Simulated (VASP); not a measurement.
# LiCl in VASP: further runs, part 2 of 2

VASP 6.6.1. The steps go on from the part before.

## (4) Single point, LDA (strain +0.050 along x and y, +0.050 along z)

Contents of INCAR:

```
ALGO = Normal
EDIFF = 1E-7
ENCUT = 520
ISIF = 2
ISMEAR = 0
LASPH = True
LCHARG = False
LREAL = False
LWAVE = False
NBANDS = 12
NELM = 100
PREC = Accurate
SIGMA = 0.05
```

Contents of KPOINTS:

```
k-points
0
Gamma
  8 8 8
```

Contents of POSCAR:

```
LiCl
1.0
    0.0000000000      2.6929980000      2.6929980000
    2.6929980000      0.0000000000      2.6929980000
    2.6929980000      2.6929980000      0.0000000000
Li Cl
1 1
Direct
    0.0000000000      0.0000000000      0.0000000000
    0.5000000000      0.5000000000      0.5000000000
```

Potentials or basis: VASP PAW LDA potentials, release 64 (Li_sv, Cl).

The run is started by

```
cat potpaw_LDA.64/Li_sv/POTCAR potpaw_LDA.64/Cl/POTCAR > POTCAR
mpirun -np 1 vasp_std > vasp.out
```

OUTCAR:

```text
EDIFF = 1E-7
   ENCUT = 520
   ISIF = 2
   ISMEAR = 0
   LASPH = True
   LREAL = False
   NELM = 100
   PREC = Accurate

 ion  position               nearest neighbor table
   1  0.000  0.000  0.000-
   2  0.500  0.500  0.500-

  LATTYP: Found a face centered cubic cell.
 ALAT       =     5.3859960000

  Lattice vectors:

 A1 = (   0.0000000000,   2.6929980000,   2.6929980000)
 A2 = (   2.6929980000,   0.0000000000,   2.6929980000)
 A3 = (   2.6929980000,   2.6929980000,   0.0000000000)

Analysis of symmetry for initial positions (statically):
=====================================================================
 Subroutine PRICEL returns:
 Original cell was already a primitive cell.

 Routine SETGRP: Setting up the symmetry group for a
 face centered cubic supercell.

 Subroutine GETGRP returns: Found 48 space group operations
 (whereof 48 operations were pure point group operations)
 out of a pool of 48 trial point group operations.

The static configuration has the point symmetry O_h .

Analysis of symmetry for dynamics (positions and initial velocities):
=====================================================================
 Subroutine PRICEL returns:
 Original cell was already a primitive cell.

 Routine SETGRP: Setting up the symmetry group for a
 face centered cubic supercell.

 Subroutine GETGRP returns: Found 48 space group operations
 (whereof 48 operations were pure point group operations)
 out of a pool of 48 trial point group operations.

The dynamic configuration has the point symmetry O_h .

 Subroutine INISYM returns: Found 48 space group operations
 (whereof 48 operations are pure point group operations),
 and found     1 'primitive' translations

----------------------------------------------------------------------------------------

[... 114 lines left out ...]
  Fermi-wavevector in a.u.,A,eV,Ry     =   1.039510  1.964390 14.702206  1.080582
  Thomas-Fermi vector in A             =   2.174044
   LORBIT       =      0    0 simple, 1 ext, 2 COOP (PROOUT), +10 PAW based schemes
   GGA     = CA    functional components
   LHFCALC =     F    Hartree Fock is set to
   AEXX    =    0.0000 exact exchange contribution
   IVDW    =     0    specifies the selected vdW correction
   LEPSILON=     F    determine dielectric tensor
   LRPA    =     F    only Hartree local field effects (RPA)
 non-spin polarized calculation
 Gauss-broadening in eV      SIGMA  =   0.05
  energy-cutoff  :      520.00
  volume of cell :       39.06
 maximum number of plane-waves:      1067
   NGX = 15   NGY = 15   NGZ = 15

 number of electron      10.0000000 magnetization

 number of electron       9.9999988 magnetization

 Free energy of the ion-electron system (eV)
  ---------------------------------------------------
  ext. energy  EPLUGINS =         0.00000000
  ---------------------------------------------------
  free energy    TOTEN  =        -7.90461656 eV

  energy without entropy =       -7.90461656  energy(sigma->0) =       -7.90461656

 E-fermi :  -0.1791     XC(G=0):  -8.5574

 val. band max:       -0.5618681068   @ k =   0.0000   0.0000   0.0000
 cond. band min:       4.6900298273   @ k =   0.0000   0.0000   0.0000
 fundamental gap:      5.2518979341
 Fermi energy:        -0.1790567728

 k-point     1 :       0.0000    0.0000    0.0000
  band No.  band energies     occupation
      1     -43.3168      2.00000
      2     -13.4305      2.00000
      3      -0.5619      2.00000
      4      -0.5619      2.00000
      5      -0.5619      2.00000
      6       4.6900      0.00000
      7      11.0022      0.00000
      8      11.0022      0.00000
      9      11.0022      0.00000
     10      12.7055      0.00000
     11      12.7055      0.00000
     12      12.7055      0.00000
[... 331 lines left out ...]
 k-point    24 :      -0.3750    0.2500    0.1250
  band No.  band energies     occupation
      1     -43.3150      2.00000
      2     -12.9367      2.00000
      3      -2.6713      2.00000
      4      -1.6180      2.00000
      5      -1.0253      2.00000
      6       6.9965      0.00000
      7       8.2272      0.00000
      8       9.3479      0.00000
      9       9.9579      0.00000
     10      14.0184      0.00000
     11      14.3757      0.00000
     12      16.6557      0.00000

 [... further k-points ...]
[... 5 lines left out ...]
  --------------------------------------------------------------------------------------
  -------------------------------------------------------------------------------------
  Total       -1.4439464     -1.4439464     -1.4439464      0.0000000     -0.0000000      0.0000000
  in kB      -59.2275208    -59.2275208    -59.2275208      0.0000000     -0.0000000      0.0000000
  external PRESSURE =     -59.2275208 kB  Pullay stress =       0.0000000 kB

 VOLUME and BASIS-vectors are now :
 -----------------------------------------------------------------------------
  energy-cutoff  :      520.00
  volume of cell :       39.06
      direct lattice vectors                 reciprocal lattice vectors
     0.000000000  2.692998000  2.692998000    -0.185666681  0.185666681  0.185666681
     2.692998000  0.000000000  2.692998000     0.185666681 -0.185666681  0.185666681
     2.692998000  2.692998000  0.000000000     0.185666681  0.185666681 -0.185666681

 POSITION                                       TOTAL-FORCE (eV/Angst)
 -----------------------------------------------------------------------------------
      0.00000      0.00000      0.00000        -0.000000     -0.000000     -0.000000
      2.69300      2.69300      2.69300         0.000000      0.000000      0.000000
 -----------------------------------------------------------------------------------
    total drift:                                0.000000      0.000000      0.000000

  FREE ENERGIE OF THE ION-ELECTRON SYSTEM (eV)
  ---------------------------------------------------
  free  energy   TOTEN  =        -7.9046165597 eV

  energy  without entropy=       -7.9046165597  energy(sigma->0) =       -7.90461656
```

stdout:

```text
POSCAR found type information on POSCAR LiCl
 POSCAR found :  2 types and       2 ions
 scaLAPACK will be used
 LDA part: xc-table for (Slater(with rela. corr.)+CA(PZ))
 , standard interpolation
 POSCAR, INCAR and KPOINTS ok, starting setup
 FFT: planning ... GRIDC
 FFT: planning ... GRID_SOFT
 FFT: planning ... GRID
 WAVECAR not read
 entering main loop
```

It took 21 s on 1 thread of AMD EPYC 7R13, shared host; peak memory 0.11 GiB.

Results:

```
Free energy            : -7.9046 eV
Band gap on the k mesh : 5.25 eV, direct
```

Levels at points of the mesh, in eV from the valence-band top:
| k point | band 1 | band 2 | band 3 | band 4 | band 5 | band 6 | band 7 | band 8 | band 9 | band 10 |
| --- | --- | --- | --- | --- | --- | --- | --- | --- | --- | --- |
| (0.00, 0.00, 0.00) | -42.75 | -12.87 | 0.00 | 0.00 | 0.00 | 5.25 | 11.56 | 11.56 | 11.56 | 13.27 |
| (0.50, 0.00, 0.00) | -42.75 | -12.46 | -2.35 | -0.20 | -0.20 | 6.24 | 9.10 | 9.10 | 11.26 | 15.54 |
| (0.50, 0.50, 0.00) | -42.75 | -12.29 | -2.38 | -0.89 | -0.89 | 7.29 | 8.15 | 10.94 | 12.67 | 12.67 |

Caveat: the cell differs from its parent crystal (strain +0.050 along x and y, +0.050 along z); the cutoff is under 1.25 times the usual one of these potentials, so pressure, stress and relaxed cells hold a basis-set (Pulay) error.

## (5) Single point, LDA (strain -0.050 along x and y, -0.025 along z)

Contents of INCAR:

```
PREC     = Accurate       # precision mode
ENCUT    = 520            # plane-wave cutoff, eV
EDIFF    = 1E-7           # SCF threshold, eV
ISMEAR   = 0              # smearing method
SIGMA    = 0.05           # smearing width, eV
LREAL    = False          # projectors in reciprocal space
LASPH    = True           # aspherical terms in the spheres
NELM     = 60             # most SCF steps
ALGO     = Normal         # electronic algorithm
ISIF     = 2              # what is computed and relaxed
LWAVE    = False          # write WAVECAR
LCHARG   = True           # write CHGCAR
GGA      = CA             # functional
LELF     = True           # ELF
LVHAR    = True         
NBANDS   = 12             # bands
```

Contents of KPOINTS:

```
Automatic mesh
0
Gamma
  8 8 8
```

Contents of POSCAR:

```
LiCl
1.0
    0.0000000000      2.4365220000      2.5006410000
    2.4365220000      0.0000000000      2.5006410000
    2.4365220000      2.4365220000      0.0000000000
Li Cl
1 1
Direct
    0.0000000000      0.0000000000      0.0000000000
    0.5000000000      0.5000000000      0.5000000000
```

Potentials or basis: VASP PAW LDA potentials, release 64 (Li_sv, Cl).

The run is started by

```
cat potpaw_LDA.64/Li_sv/POTCAR potpaw_LDA.64/Cl/POTCAR > POTCAR
mpirun -np 1 vasp_std > vasp.out
```

OUTCAR:

```text
PREC = Accurate
   ENCUT = 520
   EDIFF = 1E-7
   ISMEAR = 0
   LREAL = False
   LASPH = True
   NELM = 60
   ISIF = 2
   GGA = CA

 ion  position               nearest neighbor table
   1  0.000  0.000  0.000-   2 2.44   2 2.44   2 2.44   2 2.44   2 2.50   2 2.50
   2  0.500  0.500  0.500-   1 2.44   1 2.44   1 2.44   1 2.44   1 2.50   1 2.50

  LATTYP: Found a body centered tetragonal cell.
 ALAT       =     3.4457624574
 C/A-ratio  =     1.4514297088

  Lattice vectors:

 A1 = (  -2.4365220000,   0.0000000000,   2.5006410000)
[... 541 lines left out ...]
      8      12.0295      0.00000
      9      12.9528      0.00000
     10      16.1195      0.00000
     11      18.3151      0.00000
     12      19.1220      0.00000

 [... further k-points ...]
[... 5 lines left out ...]
  --------------------------------------------------------------------------------------
  -------------------------------------------------------------------------------------
  Total        0.3341268      0.3341268      0.0418526      0.0000000      0.0000000      0.0000000
  in kB       18.0301745     18.0301745      2.2584506      0.0000000      0.0000000      0.0000000
  external PRESSURE =      12.7729332 kB  Pullay stress =       0.0000000 kB

 VOLUME and BASIS-vectors are now :
 -----------------------------------------------------------------------------
  energy-cutoff  :      520.00
  volume of cell :       29.69
      direct lattice vectors                 reciprocal lattice vectors
     0.000000000  2.436522000  2.500641000    -0.205210542  0.205210542  0.199948733
     2.436522000  0.000000000  2.500641000     0.205210542 -0.205210542  0.199948733
     2.436522000  2.436522000  0.000000000     0.205210542  0.205210542 -0.199948733

 POSITION                                       TOTAL-FORCE (eV/Angst)
 -----------------------------------------------------------------------------------
      0.00000      0.00000      0.00000         0.000000     -0.000000     -0.000000
      2.43652      2.43652      2.50064        -0.000000      0.000000      0.000000
 -----------------------------------------------------------------------------------
    total drift:                                0.000000      0.000000      0.000000

  FREE ENERGIE OF THE ION-ELECTRON SYSTEM (eV)
  ---------------------------------------------------
  free  energy   TOTEN  =        -8.0900084141 eV

  energy  without entropy=       -8.0900084141  energy(sigma->0) =       -8.09000841
```

Wall time 40 s (1 thread of AMD EPYC 7R13, shared host); peak memory 0.11 GiB.

What came out:

```yaml
Free_energy: -8.0900 eV
Band_gap_on_the_k_mesh: 6.49 eV, indirect (least direct gap 6.77 eV)
```

Levels at points of the mesh, in eV from the valence-band top:
```
           k point  band 3  band 4  band 5  band 6  band 7  band 8
(0.00, 0.00, 0.00)   -0.08   -0.08    0.00    6.77   11.62   11.87
(0.50, 0.00, 0.00)   -3.50   -0.41   -0.33    6.49    9.08    9.30
(0.50, 0.50, 0.00)   -3.70   -1.39   -1.39    7.82    7.94   12.93
(0.50, 0.00, 0.50)   -3.69   -1.59   -1.39    7.69    7.86   13.32
```

Caveat: the cell differs from its parent crystal (strain -0.050 along x and y, -0.025 along z); the cutoff is under 1.25 times the usual one of these potentials, so pressure, stress and relaxed cells hold a basis-set (Pulay) error. A k mesh can miss the band edges.

## (6) Single point, LDA (strain -0.050 along x and y, +0.000 along z)

Contents of INCAR:

```
SYSTEM = LiCl
PREC = Accurate
ENCUT = 520
EDIFF = 1E-7
ISMEAR = 0
SIGMA = 0.05
LREAL = .FALSE.
LASPH = .TRUE.
NELM = 60
ALGO = Normal
ISIF = 2
LWAVE = .FALSE.
LCHARG = .FALSE.
GGA = CA
NBANDS = 12
```

Contents of KPOINTS:

```
regular mesh
0
G
  8 8 8
  0 0 0
```

Contents of POSCAR:

```
LiCl
1.0
    0.0000000000      2.4365220000      2.5647600000
    2.4365220000      0.0000000000      2.5647600000
    2.4365220000      2.4365220000      0.0000000000
Li Cl
1 1
Direct
    0.0000000000      0.0000000000      0.0000000000
    0.5000000000      0.5000000000      0.5000000000
```

Potentials or basis: VASP PAW LDA potentials, release 64 (Li_sv, Cl).

The run is started by

```
cat potpaw_LDA.64/Li_sv/POTCAR potpaw_LDA.64/Cl/POTCAR > POTCAR
mpirun -np 1 vasp_std > vasp.out
```

Run time: 43 s. Hardware: 1 thread of AMD EPYC 7R13, shared host; peak memory 0.11 GiB.

The run converged. Its results:

* Free energy: -8.0875 eV
* Band gap on the k mesh: 6.42 eV, indirect (least direct gap 6.55 eV)

Levels at points of the mesh, in eV from the valence-band top:
| k point | band 1 | band 2 | band 3 | band 4 | band 5 | band 6 | band 7 | band 8 | band 9 | band 10 |
| --- | --- | --- | --- | --- | --- | --- | --- | --- | --- | --- |
| (0.00, 0.00, 0.00) | -42.42 | -13.81 | -0.14 | -0.14 | 0.00 | 6.55 | 11.43 | 11.91 | 11.91 | 13.90 |
| (0.50, 0.00, 0.00) | -42.41 | -13.07 | -3.42 | -0.48 | -0.31 | 6.42 | 8.97 | 9.38 | 13.66 | 17.18 |
| (0.50, 0.50, 0.00) | -42.41 | -12.81 | -3.60 | -1.31 | -1.31 | 7.92 | 7.93 | 12.42 | 14.71 | 14.71 |
| (0.50, 0.00, 0.50) | -42.41 | -12.69 | -3.58 | -1.69 | -1.30 | 7.68 | 7.76 | 13.18 | 13.74 | 14.92 |

Caveat: the cell differs from its parent crystal (strain -0.050 along x and y, +0.000 along z); the cutoff is under 1.25 times the usual one of these potentials, so pressure, stress and relaxed cells hold a basis-set (Pulay) error. A k mesh can miss the band edges.

## (7) The runs side by side

| cell | gap on the mesh (eV) |
| --- | --- |
| a = 3.536 Å, angles 60.0°, 2 atoms | 6.47 |
| a = 3.718 Å, angles 60.0°, 2 atoms | 5.60 |
| a = 3.808 Å, angles 60.0°, 2 atoms | 5.25 |
| a = 3.491, b = 3.491, c = 3.446 Å, angles 60.4, 60.4, 59.1°, 2 atoms | 6.49 |
| a = 3.538, b = 3.538, c = 3.446 Å, angles 60.9, 60.9, 58.3°, 2 atoms | 6.42 |

Alike in all rows: task single point; level LDA; potentials or basis VASP PAW LDA potentials, release 64 (Li_sv, Cl); no spin polarisation; k mesh 8 × 8 × 8; cutoff (eV) 520; smearing gaussian 0.05 eV.

Caveats: the cutoff is under 1.25 times the usual one of these potentials, so pressure, stress and relaxed cells hold a basis-set (Pulay) error.

Absolute energies hang on the potentials; compare differences alone.
